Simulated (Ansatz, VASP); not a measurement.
SrCl2: VASP beside Ansatz

```
Sr Cl
1.0
     0.00000    3.42776    3.53411
     3.42776    0.00000    3.53411
     3.42776    3.42776    0.00000
Sr Cl
1 2
Direct
  0.00000 0.00000 0.00000
  0.25000 0.25000 0.25000
  0.75000 0.75000 0.75000
```

Change from the starting cell: epitaxial_xy strain -2.0%.

Alike in both runs: task single point; functional PBE; k mesh 6 × 6 × 6; occupations fermi-dirac, width 0.02 eV; no spin polarisation.

```csv
,VASP,Ansatz
version,VASP 6.6.1,Ansatz 0.2.0
potentials or method,"VASP PAW PBE potentials, release 64 (Sr_sv, Cl)","plane waves, PAW"
plane-wave cutoff (eV),520,420
valence electrons in the cell,24,24
```

|  | VASP | Ansatz | Ansatz less VASP |
| --- | --- | --- | --- |
| gap on the k mesh at the Fermi level (eV) | 5.31 | 5.32 | +0.006 |
| pressure (GPa) | 2.0 | 1.9 | -0.09 |
| traceless stress, the component that is largest in VASP (GPa) | -1.07 | -1.08 | -0.006 |

With one functional, cell and mesh, what is left measures potentials, basis and numerics.
